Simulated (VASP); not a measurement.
## Hf: single point with PBEsol

Hf:

```
CELL_PARAMETERS angstrom
-1.75085 1.75085 1.80500
1.75085 -1.75085 1.80500
1.75085 1.75085 -1.80500
ATOMIC_POSITIONS crystal
Hf 0.00000 0.00000 0.00000
```

This cell differs from its parent crystal: strain -0.030 along x and y, +0.000 along z.

* Program: VASP 6.6.1
* Task: single point
* Functional: PBEsol
* Potentials or basis: VASP PAW PBE potentials, release 64 (Hf_pv)
* Cutoff: 520 eV
* k mesh: 18 × 18 × 18
* Occupations: gaussian, width 0.15 eV
* Spin: no spin polarisation

The pressure is -4.2 GPa and the band gap on the k mesh is zero (band 5 reaches 5.93 eV, above the bottom of band 6 at 3.79 eV).

Stress tensor (GPa, compression positive):
```
-4.57  0.00  0.00
 0.00 -4.57  0.00
 0.00  0.00 -3.38
```

Levels at points of the mesh, in eV from the Fermi level:
```
           k point  band 2  band 3  band 4  band 5  band 6  band 7  band 8  band 9
(0.00, 0.00, 0.00)  -29.74  -29.74   -7.08    1.42    1.42    1.75    4.11    4.57
(0.50, 0.00, 0.00)  -30.01  -29.74   -3.43   -0.40    1.08    3.97    5.17    7.68
(0.50, 0.50, 0.00)  -30.03  -29.75   -3.38   -0.75    1.26    4.47    5.35    7.76
(0.50, 0.50, 0.50)  -30.32  -30.32   -2.66   -2.57    6.80    6.85    6.91    6.91
```

Wall time 26 s on 1 thread of Intel(R) Xeon(R) 6975P-C (Granite Rapids) (shared host), peak memory 0.23 GiB.

Caveat: the cell differs from its parent crystal (strain -0.030 along x and y, +0.000 along z); the PAW data sets were made with another functional, which shifts forces and pressure a little; spin-orbit coupling is left out, which moves the levels of the heavy elements.
